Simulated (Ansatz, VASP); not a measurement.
**ReP in VASP and in Ansatz**

The input INCAR:

```
SYSTEM = ReP
  PREC = Accurate
  ENCUT = 520
  EDIFF = 1E-7
  ISMEAR = 0
  SIGMA = 0.05
  LREAL = .FALSE.
  LASPH = .TRUE.
  NELM = 100
  ALGO = Normal
  ISIF = 2
  LWAVE = .FALSE.
  LCHARG = .FALSE.
  GGA = PE
  NBANDS = 13
```

The input KPOINTS:

```
Automatic mesh
0
G
  12 12 12
  0 0 0
```

File POSCAR:

```
ReP
1.0
    0.0000000000      2.5373238220      2.5373238220
    2.5373238220      0.0000000000      2.5373238220
    2.5373238220      2.5373238220      0.0000000000
Re P
1 1
Direct
    0.5000000000      0.5000000000      0.5000000000
    0.0000000000      0.0000000000      0.0000000000
```

Input for Ansatz:

```yaml
crystal:
  lattice:
    - [0.0, 2.537323822, 2.537323822]
    - [2.537323822, 0.0, 2.537323822]
    - [2.537323822, 2.537323822, 0.0]
  atoms:
    - { symbol: Re, position: [0.5, 0.5, 0.5] }
    - { symbol: P, position: [0.0, 0.0, 0.0] }
basis:
  ecutwfc: 420
  ecutrho_ratio: 4
kpoints:
  mp_grid: { grid: [12, 12, 12] }
hamiltonian:
  xc: pbe
scf:
  occupations: { method: gaussian, width: 0.05 }
output:
  forces: true
  stress: true
  eigenvalues: true
```

Alike in both runs: task single point; functional PBE; k mesh 12 × 12 × 12; occupations gaussian, width 0.05 eV; no spin polarisation.

|  | VASP | Ansatz |
| --- | --- | --- |
| version | VASP 6.6.1 | Ansatz 0.2.0 |
| potentials or method | VASP PAW PBE potentials, release 64 (Re, P), cutoff 520 eV | scalar-relativistic, plane waves, PAW |
| valence electrons in the cell | 12 | 20 |

```csv
,VASP,Ansatz,Ansatz less VASP
gap on the k mesh at the Fermi level (eV),none,none,-
pressure (GPa),-16.4,-16.7,-0.31
```

A gap of «none» marks a metal or a gap that the smearing closes. VASP's potentials hold 12 valence electrons a cell and Ansatz's 20, so a difference there can come from the potentials and not from the codes.

Neither program's run includes spin-orbit coupling.
